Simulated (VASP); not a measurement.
Wanted: the native input for a VASP 6.6.1 run.

* Task: single point
* Functional: LDA
* Potentials or basis: VASP PAW LDA potentials, release 64 (Ti_sv, Si)
* Cutoff: 520 eV
* k mesh: 7 × 7 × 10
* Occupations: fermi-dirac, width 0.05 eV
* Spin: no spin polarisation
* Hubbard terms: Ti d U = 8.0 eV
* Dipole correction: no
* k mesh for the DOS: 11 × 11 × 15
* Occupations for the DOS: tetrahedron
* Further INCAR settings: ALGO = Normal; EDIFF = 1e-07; NBANDS = 17

The system is TiSi2.

```xyz
3
Lattice="4.3746 0.0000 0.0000 -2.1873 3.7885 0.0000 0.0000 0.0000 2.5610" Properties=species:S:1:pos:R:3 pbc="T T T"
Ti    0.0000    0.0000    0.0000
Si    0.0000    2.5257    1.2805
Si    2.1873    1.2628    1.2805
```

These files were run (other wordings do the same):

POSCAR

```
TiSi2
1.0
    4.3746400000      0.0000000000      0.0000000000
   -2.1873200000      3.7885500000      0.0000000000
    0.0000000000      0.0000000000      2.5610100000
Ti Si
1 2
Direct
    0.0000000000      0.0000000000      0.0000000000
    0.3333300000      0.6666700000      0.5000000000
    0.6666700000      0.3333300000      0.5000000000
```

INCAR.step1

```
SYSTEM = TiSi2
PREC = Accurate ; ENCUT = 520
EDIFF = 1E-7 ; ISMEAR = -1
SIGMA = 0.05 ; LREAL = .False.
LASPH = .True. ; NELM = 150
ALGO = Normal ; ISIF = 2
LWAVE = .False. ; LCHARG = .True.
LMAXMIX = 4 ; LDAU = .True.
LDAUTYPE = 2 ; LDAUL = 2 -1
LDAUU = 8 0 ; LDAUJ = 0 0
LDAUPRINT = 1 ; GGA = CA
NBANDS = 17
```

KPOINTS.step1

```
Automatic mesh
0
Gamma
  7 7 10
  0 0 0
```

INCAR.step2

```
SYSTEM = TiSi2
PREC = Accurate ; ENCUT = 520
EDIFF = 1E-7 ; ISMEAR = -5
SIGMA = 0.05 ; LREAL = .False.
LASPH = .True. ; NELM = 150
ALGO = Normal ; ISIF = 2
LWAVE = .False. ; LCHARG = .False.
LMAXMIX = 4 ; LDAU = .True.
LDAUTYPE = 2 ; LDAUL = 2 -1
LDAUU = 8 0 ; LDAUJ = 0 0
LDAUPRINT = 1 ; GGA = CA
LORBIT = 11 ; NBANDS = 17
NEDOS = 1001 ; ICHARG = 11
```

KPOINTS.step2

```
Automatic mesh
0
Gamma
  11 11 15
  0 0 0
```

Potentials or basis: VASP PAW LDA potentials, release 64 (Ti_sv, Si).

Command:

```sh
$ cat potpaw_LDA.64/Ti_sv/POTCAR potpaw_LDA.64/Si/POTCAR > POTCAR
$ cp INCAR.step1 INCAR
$ cp KPOINTS.step1 KPOINTS
$ mpirun -np 1 vasp_std > vasp.out
$ cp INCAR.step2 INCAR
$ cp KPOINTS.step2 KPOINTS
$ mpirun -np 1 vasp_std > vasp.out
```

Results of the run:

```json
{
  "Valence electrons inside the program's atomic spheres": "Ti 10.21; Si 1.65"
}
```

Caveat: U without spin polarisation on a metal has little footing; the U is typed as a test and isn't derived for this compound.

Run time: 2 min on 1 thread of Intel(R) Xeon(R) Platinum 8488C (Sapphire Rapids) (shared host), peak memory 0.3 GiB.
